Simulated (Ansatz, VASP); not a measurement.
# Pt in VASP and in Ansatz

INCAR

```
ALGO = Fast ; EDIFF = 1E-7
ENCUT = 520 ; GGA = CA
ISIF = 2 ; ISMEAR = 0
LASPH = True ; LCHARG = False
LREAL = False ; LWAVE = False
NBANDS = 11 ; NELM = 100
PREC = Accurate ; SIGMA = 0.15
```

File KPOINTS:

```
k-points
0
Gamma
  22 22 22
```

Contents of POSCAR:

```
Pt
1.0
   -1.6317466000      1.6317466000      1.5366934000
    1.6317466000     -1.6317466000      1.5366934000
    1.6317466000      1.6317466000     -1.5366934000
Pt
1
Direct
    0.0000000000      0.0000000000      0.0000000000
```

Input for Ansatz:

```yaml
crystal:
  lattice:
    - [-1.6317466, 1.6317466, 1.5366934]
    - [1.6317466, -1.6317466, 1.5366934]
    - [1.6317466, 1.6317466, -1.5366934]
  atoms:
    - { symbol: Pt, position: [0.0, 0.0, 0.0] }
basis:
  ecutwfc: 520.0
kpoints:
  mp_grid: { grid: [22, 22, 22] }
hamiltonian:
  xc: lda
scf:
  occupations: { method: gaussian, width: 0.15 }
output:
  forces: true
  stress: true
  eigenvalues: true
```

Change from the starting cell: strain +0.030 along x and y, -0.030 along z, atoms carried along.

Alike in both runs: task single point; functional LDA; k mesh 22 × 22 × 22; occupations gaussian, width 0.15 eV; no spin polarisation.

|  | VASP | Ansatz |
| --- | --- | --- |
| version | VASP 6.6.1 | Ansatz 0.2.0 |
| potentials or method | VASP PAW LDA potentials, release 64 (Pt), cutoff 520 eV | scalar-relativistic, plane waves, PAW |
| valence electrons in the cell | 10 | 18 |

Ansatz gave:

| Item | Value |
| --- | --- |
| gap on the k mesh at the Fermi level (eV) | none |
| pressure (GPa) | -21.5 |
| traceless stress, the component that is largest in VASP (GPa) | -3.83 |

Question: What did VASP give for the same quantities?

Answer: gap on the k mesh at the Fermi level (eV): none; pressure (GPa): -21.0; traceless stress, the component that is largest in VASP (GPa): -3.75.

LDA's correlation is that of Perdew and Zunger in VASP and of Perdew and Wang (1992) in Ansatz. A gap of «none» marks a metal or a gap that the smearing closes. VASP's potentials hold 10 valence electrons a cell and Ansatz's 18, so a difference there can come from the potentials and not from the codes.

Neither program's run includes spin-orbit coupling.
